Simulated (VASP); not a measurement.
# TaC (Fm-3m) in VASP: single point with PBE

Aim: the single point of TaC with PBE.

Everything below comes from runs of VASP 6.6.1. Logs are shortened: lines on timing, memory, paths and dates and some standing lists are left out, and cuts for length are marked.

**1. The cell of the first run**

The structure is cubic, space group Fm-3m (No. 225). Conventional cell: a = 4.446 Å, b = 4.446 Å, c = 4.446 Å, α = 90.00°, β = 90.00°, γ = 90.00°. Ta (site symmetry m-3m) has 6 C at 2.22 Å within 2.9 Å. C (site symmetry m-3m) has 6 Ta at 2.22 Å within 2.9 Å.

**2. Single point, PBE**

INCAR

```
  ALGO = Normal
  EDIFF = 1E-6
  ENCUT = 600
  GGA = PE
  GGA_COMPAT = False
  ISIF = 2
  ISMEAR = 0
  LASPH = True
  LCHARG = False
  LREAL = False
  LWAVE = False
  NBANDS = 14
  NELM = 120
  PREC = Accurate
  SIGMA = 0.1
```

KPOINTS

```
k-points
0
Gamma
  10 10 10
```

POSCAR

```
TaC
1.0
    0.0000000000      2.2230000000      2.2230000000
    2.2230000000      0.0000000000      2.2230000000
    2.2230000000      2.2230000000      0.0000000000
Ta C
1 1
Direct
    0.0000000000      0.0000000000      0.0000000000
    0.5000000000      0.5000000000      0.5000000000
```

Potentials or basis: VASP PAW PBE potentials, release 64 (Ta_pv, C).

On the command line:

```bash
cat potpaw_PBE.64/Ta_pv/POTCAR potpaw_PBE.64/C/POTCAR > POTCAR
mpirun -np 1 vasp_std > vasp.out
```

OUTCAR:

```text
EDIFF = 1E-6
   ENCUT = 600
   GGA = PE
   ISIF = 2
   ISMEAR = 0
   LASPH = True
   LREAL = False
   NELM = 120
   PREC = Accurate

 ion  position               nearest neighbor table
   1  0.000  0.000  0.000-   2 2.22   2 2.22   2 2.22   2 2.22   2 2.22   2 2.22
   2  0.500  0.500  0.500-   1 2.22   1 2.22   1 2.22   1 2.22   1 2.22   1 2.22

  LATTYP: Found a face centered cubic cell.
 ALAT       =     4.4460000000

  Lattice vectors:

 A1 = (   0.0000000000,   2.2230000000,   2.2230000000)
 A2 = (   2.2230000000,   0.0000000000,   2.2230000000)
 A3 = (   2.2230000000,   2.2230000000,   0.0000000000)

Analysis of symmetry for initial positions (statically):
=====================================================================
 Subroutine PRICEL returns:
 Original cell was already a primitive cell.

 Routine SETGRP: Setting up the symmetry group for a
 face centered cubic supercell.

 Subroutine GETGRP returns: Found 48 space group operations
 (whereof 48 operations were pure point group operations)
 out of a pool of 48 trial point group operations.

The static configuration has the point symmetry O_h .

Analysis of symmetry for dynamics (positions and initial velocities):
=====================================================================
 Subroutine PRICEL returns:
 Original cell was already a primitive cell.

 Routine SETGRP: Setting up the symmetry group for a
 face centered cubic supercell.

 Subroutine GETGRP returns: Found 48 space group operations
 (whereof 48 operations were pure point group operations)
 out of a pool of 48 trial point group operations.

The dynamic configuration has the point symmetry O_h .

 Subroutine INISYM returns: Found 48 space group operations
 (whereof 48 operations are pure point group operations),
 and found     1 'primitive' translations

----------------------------------------------------------------------------------------

                                     Primitive cell

  volume of cell :      21.9709

  direct lattice vectors                    reciprocal lattice vectors
     0.000000000  2.223000000  2.223000000    -0.224921278  0.224921278  0.224921278
     2.223000000  0.000000000  2.223000000     0.224921278 -0.224921278  0.224921278
     2.223000000  2.223000000  0.000000000     0.224921278  0.224921278 -0.224921278

  length of vectors
     3.143796749  3.143796749  3.143796749     0.389575080  0.389575080  0.389575080

  position of ions in fractional coordinates (direct lattice)
     0.000000000  0.000000000  0.000000000
     0.500000000  0.500000000  0.500000000

  ion indices of the primitive-cell ions
   primitive index   ion index
                 1           1
                 2           2

----------------------------------------------------------------------------------------

 KPOINTS: k-points

Automatic generation of k-mesh.
 Grid dimensions read from file:
 generate k-points for:   10   10   10

 Generating k-lattice:

  Cartesian coordinates                     Fractional coordinates (reciprocal lattice)
    -0.022492128  0.022492128  0.022492128     0.100000000  0.000000000  0.000000000
     0.022492128 -0.022492128  0.022492128     0.000000000  0.100000000  0.000000000
     0.022492128  0.022492128 -0.022492128     0.000000000  0.000000000  0.100000000

  Length of vectors
     0.038957508  0.038957508  0.038957508

  Shift w.r.t. Gamma in fractional coordinates (k-lattice)
     0.000000000  0.000000000  0.000000000

 Subroutine IBZKPT returns following result:
 ===========================================

 Found     47 irreducible k-points:

 Following reciprocal coordinates:
            Coordinates               Weight
  0.000000  0.000000  0.000000      1.000000
  0.100000  0.000000  0.000000      8.000000
  0.200000  0.000000  0.000000      8.000000
  0.300000  0.000000  0.000000      8.000000
  0.400000  0.000000  0.000000      8.000000
  0.500000  0.000000  0.000000      4.000000
[... 16 lines left out ...]
  0.300000  0.300000  0.000000      6.000000
  0.400000  0.300000  0.000000     24.000000
 [... further k-points ...]
   k-points           NKPTS =     47   k-points in BZ     NKDIM =     47   number of bands    NBANDS=     14
   number of dos      NEDOS =    301   number of ions     NIONS =      2
   total plane-waves  NPLWV =  21952
   dimension x,y,z NGX =    28 NGY =   28 NGZ =   28
   dimension x,y,z NGXF=    56 NGYF=   56 NGZF=   56
   ions per type =               1   1
   NGX,Y,Z   is equivalent  to a cutoff of  14.81, 14.81, 14.81 a.u.
   NGXF,Y,Z  is equivalent  to a cutoff of  29.61, 29.61, 29.61 a.u.
 SYSTEM =  unknown system
   PREC   = accura    normal or accurate (medium, high low for compatibility)
   ISTART =      0    job   : 0-new  1-cont  2-samecut
   ICHARG =      2    charge: 1-file 2-atom 10-const
   ISPIN  =      1    spin polarized calculation?
   LNONCOLLINEAR =      F non collinear calculations
   LSORBIT =      F    spin-orbit coupling
   LASPH  =      T    aspherical Exc in radial PAW
   ENCUT  =  600.0 eV  44.10 Ry    6.64 a.u.   6.28  6.28  6.28*2*pi/ulx,y,z
   NELM   =    120;   NELMIN=  2; NELMDL= -5     # of ELM steps
   EDIFF  = 0.1E-05   stopping-criterion for ELM
   LREAL  =      F    real-space projection
   EDIFFG = 0.1E-04   stopping-criterion for IOM
   NSW    =      0    number of steps for IOM
   IBRION =     -1    ionic relax: 0-MD 1-quasi-New 2-CG
   NFREE  =      0    steps in history (QN), initial steepest desc. (CG)
   ISIF   =      2    stress and relaxation
   ISYM   =      2    0-nonsym 1-usesym 2-fastsym
   POTIM  = 0.5000    time-step for ionic-motion
   TEBEG  =    0.0;   TEEND  =   0.0 temperature during run
   PSTRESS=    0.0 pullay stress
   NELECT =      15.0000    total number of electrons
   NUPDOWN=      -1.0000    fix difference up-down
   EMIN   =  10.00;   EMAX   =-10.00  energy-range for DOS
   EFERMI =   0.00;   METHOD = LEGACY
   ISMEAR =     0;   SIGMA  =   0.10  broadening in eV -4-tet -1-fermi 0-gaus
   EFERMI_NEDOS =   21; number of points for ismear=-14 and -15
   IALGO  =     38    algorithm
   IMIX   =      4    mixing-type and parameters
     AMIX     =   0.40;   BMIX     =  1.00
     AMIX_MAG =   1.60;   BMIX_MAG =  1.00
  volume/ion in A,a.u.               =      10.99        74.13
  Fermi-wavevector in a.u.,A,eV,Ry     =   1.441526  2.724089 28.272865  2.077997
  Thomas-Fermi vector in A             =   2.560148
   LORBIT       =      0    0 simple, 1 ext, 2 COOP (PROOUT), +10 PAW based schemes
   GGA     = PE    functional components
   LHFCALC =     F    Hartree Fock is set to
   AEXX    =    0.0000 exact exchange contribution
   IVDW    =     0    specifies the selected vdW correction
   LEPSILON=     F    determine dielectric tensor
   LRPA    =     F    only Hartree local field effects (RPA)
 non-spin polarized calculation
 Gauss-broadening in eV      SIGMA  =   0.10
  energy-cutoff  :      600.00
  volume of cell :       21.97
 maximum number of plane-waves:       754
 NGX is ok and might be reduce to    28
   NGX = 13   NGY = 13   NGZ = 13

 number of electron      14.9999999 magnetization

 Free energy of the ion-electron system (eV)
  ---------------------------------------------------
  ext. energy  EPLUGINS =         0.00000000
  ---------------------------------------------------
  free energy    TOTEN  =       -22.20370697 eV

  energy without entropy =      -22.20256470  energy(sigma->0) =      -22.20313583

 E-fermi :   8.4007     XC(G=0): -13.2351

 val. band max:        8.3721978790   @ k =   0.2000   0.0000   0.0000
 cond. band min:       8.5746049724   @ k =  -0.4000   0.3000   0.0000
 fundamental gap:      0.2024070934
 Fermi energy:         8.4006696093

 k-point     1 :       0.0000    0.0000    0.0000
  band No.  band energies     occupation
      1     -26.5868      2.00000
      2     -26.5868      2.00000
      3     -26.5868      2.00000
      4      -6.4057      2.00000
      5       7.1161      2.00000
      6       7.1161      2.00000
      7       7.1161      2.00000
      8       7.9718      2.00000
      9       7.9718      2.00000
     10       7.9718      2.00000
     11       9.1229      0.00000
     12       9.1229      0.00000
     13      15.1069      0.00000
     14      18.5169      0.00000

 k-point     2 :       0.1000    0.0000    0.0000
  band No.  band energies     occupation
      1     -26.6609      2.00000
      2     -26.5943      2.00000
      3     -26.5943      2.00000
      4      -6.1227      2.00000
      5       5.9056      2.00000
      6       6.3505      2.00000
      7       6.3505      2.00000
      8       7.6646      2.00000
      9       7.6646      2.00000
     10       8.6094      0.00316
     11      10.7593      0.00000
     12      10.7593      0.00000
     13      15.6335      0.00000
     14      19.2217      0.00000

 k-point     3 :       0.2000    0.0000    0.0000
  band No.  band energies     occupation
      1     -26.8500      2.00000
      2     -26.6136      2.00000
      3     -26.6136      2.00000
      4      -5.3293      2.00000
      5       4.1070      2.00000
      6       4.9269      2.00000
      7       4.9269      2.00000
      8       8.3722      1.31280
      9       8.3722      1.31280
     10       9.1845      0.00000
     11      13.0898      0.00000
     12      13.0898      0.00000
     13      16.7196      0.00000
     14      20.8411      0.00000

 k-point     4 :       0.3000    0.0000    0.0000
  band No.  band energies     occupation
      1     -27.0751      2.00000
      2     -26.6373      2.00000
      3     -26.6373      2.00000
      4      -4.1703      2.00000
      5       2.3149      2.00000
      6       3.8362      2.00000
      7       3.8362      2.00000
      8       9.4867      0.00000
      9       9.4867      0.00000
     10       9.8998      0.00000
     11      15.4572      0.00000
     12      15.4572      0.00000
     13      17.0133      0.00000
     14      21.4451      0.00000

 k-point     5 :       0.4000    0.0000    0.0000
  band No.  band energies     occupation
      1     -27.2508      2.00000
      2     -26.6564      2.00000
      3     -26.6564      2.00000
      4      -2.8446      2.00000
      5       0.6863      2.00000
      6       3.1660      2.00000
      7       3.1660      2.00000
      8      10.6549      0.00000
      9      10.6549      0.00000
     10      11.0531      0.00000
     11      15.4200      0.00000
[... 276 lines left out ...]
 k-point    22 :      -0.2000    0.2000    0.0000
  band No.  band energies     occupation
      1     -27.0347      2.00000
      2     -26.7819      2.00000
      3     -26.6297      2.00000
      4      -3.9382      2.00000
      5       2.0981      2.00000
      6       3.6232      2.00000
      7       3.9771      2.00000
      8       8.7565      0.00000
      9      10.7954      0.00000
     10      11.0884      0.00000
     11      12.5322      0.00000
     12      17.3072      0.00000
     13      17.4172      0.00000
     14      21.4644      0.00000

 k-point    23 :       0.3000    0.3000    0.0000
  band No.  band energies     occupation
      1     -27.0286      2.00000
      2     -26.7543      2.00000
      3     -26.7543      2.00000
      4      -4.3262      2.00000
      5       2.2794      2.00000
      6       4.7465      2.00000
      7       6.1118      2.00000
      8       6.1118      2.00000
      9      10.3265      0.00000
     10      12.2640      0.00000
     11      12.2640      0.00000
     12      14.7997      0.00000
     13      20.0730      0.00000
     14      21.4317      0.00000

 k-point    24 :       0.4000    0.3000    0.0000
  band No.  band energies     occupation
      1     -27.1208      2.00000
      2     -26.8035      2.00000
      3     -26.7812      2.00000
      4      -4.0382      2.00000
      5       2.4123      2.00000
      6       4.0915      2.00000
      7       5.7382      2.00000
      8       6.6092      2.00000
      9      11.2300      0.00000
     10      12.5101      0.00000
     11      12.7330      0.00000
     12      15.7559      0.00000
     13      18.8785      0.00000
     14      20.5947      0.00000

 [... further k-points ...]
[... 5 lines left out ...]
  --------------------------------------------------------------------------------------
  -------------------------------------------------------------------------------------
  Total        0.9931186      0.9931186      0.9931186      0.0000000      0.0000000     -0.0000000
  in kB       72.4207979     72.4207979     72.4207979      0.0000000      0.0000000     -0.0000000
  external PRESSURE =      72.4207979 kB  Pullay stress =       0.0000000 kB

 VOLUME and BASIS-vectors are now :
 -----------------------------------------------------------------------------
  energy-cutoff  :      600.00
  volume of cell :       21.97
      direct lattice vectors                 reciprocal lattice vectors
     0.000000000  2.223000000  2.223000000    -0.224921278  0.224921278  0.224921278
     2.223000000  0.000000000  2.223000000     0.224921278 -0.224921278  0.224921278
     2.223000000  2.223000000  0.000000000     0.224921278  0.224921278 -0.224921278

 POSITION                                       TOTAL-FORCE (eV/Angst)
 -----------------------------------------------------------------------------------
      0.00000      0.00000      0.00000         0.000000      0.000000     -0.000000
      2.22300      2.22300      2.22300         0.000000     -0.000000      0.000000
 -----------------------------------------------------------------------------------
    total drift:                                0.000000      0.000000      0.000000

  FREE ENERGIE OF THE ION-ELECTRON SYSTEM (eV)
  ---------------------------------------------------
  free  energy   TOTEN  =       -22.2037069723 eV

  energy  without entropy=      -22.2025646976  energy(sigma->0) =      -22.20313583
```

Wall time 24 s (1 thread of Intel Xeon 6975P-C, shared host); peak memory 0.17 GiB.

What came out:

* Free energy: -22.2037 eV
* Pressure: 7.2 GPa

Levels at points of the mesh, in eV from the Fermi level:
| k point | band 5 | band 6 | band 7 | band 8 | band 9 | band 10 | band 11 | band 12 |
| --- | --- | --- | --- | --- | --- | --- | --- | --- |
| (0.00, 0.00, 0.00) | -1.28 | -1.28 | -1.28 | -0.43 | -0.43 | -0.43 | 0.72 | 0.72 |
| (0.50, 0.00, 0.00) | -8.72 | -5.46 | -5.46 | 2.81 | 2.81 | 3.80 | 5.48 | 10.09 |
| (0.50, 0.50, 0.00) | -4.57 | -4.52 | -1.71 | -1.71 | 2.70 | 4.20 | 4.20 | 7.02 |

Caveat: spin-orbit coupling is left out, which moves the levels of the heavy elements.
